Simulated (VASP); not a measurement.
Wanted: the native input for a VASP 6.6.1 run.

```
Task                   : single point
Functional             : r2SCAN
Dispersion             : D4
Potentials or basis    : VASP PAW PBE potentials, release 64 (Ru_sv, Al)
Cutoff                 : 660 eV
k mesh                 : 9 × 9 × 9
Occupations            : tetrahedron
Spin                   : no spin polarisation
Hubbard terms          : Ru d U = 4.5 eV
Dipole correction      : no
Further INCAR settings : ALGO = Normal; EDIFF = 1e-06; NBANDS = 16
```

The system is AlRu.

```xyz
2
Lattice="2.9916 0.0000 0.0000 0.0000 2.9916 0.0000 0.0000 0.0000 2.9916" Properties=species:S:1:pos:R:3 pbc="T T T"
Ru    1.4683    1.5457    1.5695
Al   -0.0054   -0.1174   -0.0762
```

This cell differs from its parent crystal: atoms moved at random.

One way to write it, as run:

POSCAR

```
AlRu
1.0
    2.9916000000      0.0000000000      0.0000000000
    0.0000000000      2.9916000000      0.0000000000
    0.0000000000      0.0000000000      2.9916000000
Ru Al
1 1
Direct
    0.4908160000      0.5166880000      0.5246310000
   -0.0018090000     -0.0392530000     -0.0254800000
```

INCAR.step1

```
SYSTEM = AlRu
PREC     = Accurate       ! precision mode
ENCUT    = 660            ! plane-wave cutoff, eV
ISMEAR   = -5             ! smearing method
SIGMA    = 0.05           ! smearing width, eV
LREAL    = .False.        ! projectors in reciprocal space
LASPH    = .True.         ! aspherical terms in the spheres
NELM     = 200            ! most SCF steps
LMAXMIX  = 4              ! l up to which the mixer works
LDAU     = .True.         ! DFT+U
LDAUTYPE = 2            
LDAUL    = 2 -1           ! shell
LDAUU    = 4.5 0          ! U, eV
LDAUJ    = 0 0          
NBANDS   = 16             ! bands
GGA      = PE             ! functional
ALGO     = Normal         ! electronic algorithm
EDIFF    = 1E-5           ! SCF threshold, eV
LWAVE    = .True.         ! write WAVECAR
LCHARG   = .False.        ! write CHGCAR
GGA_COMPAT= .False.
```

INCAR.step2

```
SYSTEM = AlRu
PREC     = Accurate       ! precision mode
ENCUT    = 660            ! plane-wave cutoff, eV
EDIFF    = 1E-6           ! SCF threshold, eV
ISMEAR   = -5             ! smearing method
SIGMA    = 0.05           ! smearing width, eV
LREAL    = .False.        ! projectors in reciprocal space
LASPH    = .True.         ! aspherical terms in the spheres
NELM     = 200            ! most SCF steps
ALGO     = Normal         ! electronic algorithm
ISIF     = 2              ! what is computed and relaxed
LWAVE    = .False.        ! write WAVECAR
LCHARG   = .False.        ! write CHGCAR
LMAXMIX  = 4              ! l up to which the mixer works
LDAU     = .True.         ! DFT+U
LDAUTYPE = 2            
LDAUL    = 2 -1           ! shell
LDAUU    = 4.5 0          ! U, eV
LDAUJ    = 0 0          
LDAUPRINT= 1            
METAGGA  = R2SCAN         ! meta-GGA
LMIXTAU  = .True.       
IVDW     = 13             ! dispersion correction
VDW_S6   = 1.0          
VDW_S8   = 0.6018749    
VDW_A1   = 0.51559235   
VDW_A2   = 5.77342911   
NBANDS   = 16             ! bands
ISTART   = 1            
GGA_COMPAT= .False.
```

KPOINTS

```
regular mesh
0
Gamma
  9 9 9
  0 0 0
```

Potentials or basis: VASP PAW PBE potentials, release 64 (Ru_sv, Al).

Command:

```sh
$ cat potpaw_PBE.64/Ru_sv/POTCAR potpaw_PBE.64/Al/POTCAR > POTCAR
$ cp INCAR.step1 INCAR
$ mpirun -np 1 vasp_std > vasp.out
$ cp INCAR.step2 INCAR
$ mpirun -np 1 vasp_std > vasp.out
```

Results of the run:

```json
{
  "Pressure": "0.1 GPa",
  "Largest force": "1.779 eV/Å",
  "Band gap on the k mesh": "zero (an odd number of electrons rules out a gap without spin polarisation)",
  "Dispersion energy per atom": "-0.159 eV"
}
```

Caveat: the cell differs from its parent crystal (atoms moved at random); the PAW data sets were made with another functional, which shifts forces and pressure a little; U without spin polarisation on a metal has little footing; the U is typed as a test and isn't derived for this compound; tetrahedron occupations give inexact forces and stress in metals.

Wall time 5.7 min on 1 thread of Intel(R) Xeon(R) 6975P-C (Granite Rapids), with other jobs on the host, peak memory 0.34 GiB.
